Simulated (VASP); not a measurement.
Runs of VASP 6.6.1 on NaH. The structure is that of space group Fm-3m (No. 225), or close to it. The cells are those of the table. 

```csv
level,cell,k mesh,smearing,grid for exact exchange (PRECFOCK),share of exact exchange,screening parameter,gap on the mesh (eV),pressure (GPa)
HSE06,"a = 3.391 Å, angles 60.0°, 2 atoms",6 × 6 × 6,gaussian 0.01 eV,Normal,0.25,0.2079 1/Å,4.89,0.2
PBE,"a = 3.391, b = 3.391, c = 3.382 Å, angles 60.1, 60.1, 60.2°, 2 atoms",10 × 10 × 10,fermi-dirac 0.02 eV,-,-,-,3.80,0.5
HSE06,"a = 3.425 Å, angles 60.0°, 2 atoms",6 × 6 × 6,gaussian 0.01 eV,Normal,0.25,0.2079 1/Å,(a),-0.5
HSE06,"a = 3.390 Å, angles 59.7°, 2 atoms",6 × 6 × 6,gaussian 0.01 eV,Normal,0.25,0.2079 1/Å,4.86,(b)
r2SCAN,"a = 3.391, b = 3.391, c = 3.382 Å, angles 60.1, 60.1, 60.2°, 2 atoms",10 × 10 × 10,gaussian 0.01 eV,-,-,-,(c),-0.3
```

Alike in all rows: task single point; potentials or basis VASP PAW PBE potentials, release 64 (Na_pv, H); no spin polarisation; cutoff (eV) 520.

Q: Fill in the values left out.

A: (a) 4.83; (b) 0.4; (c) 4.41.

Caveats: the structure was generated, so it needn't be the stable form of NaH; the PAW data sets were made with another functional, which shifts forces and pressure a little (at least some runs).

A k mesh can miss the band edges.
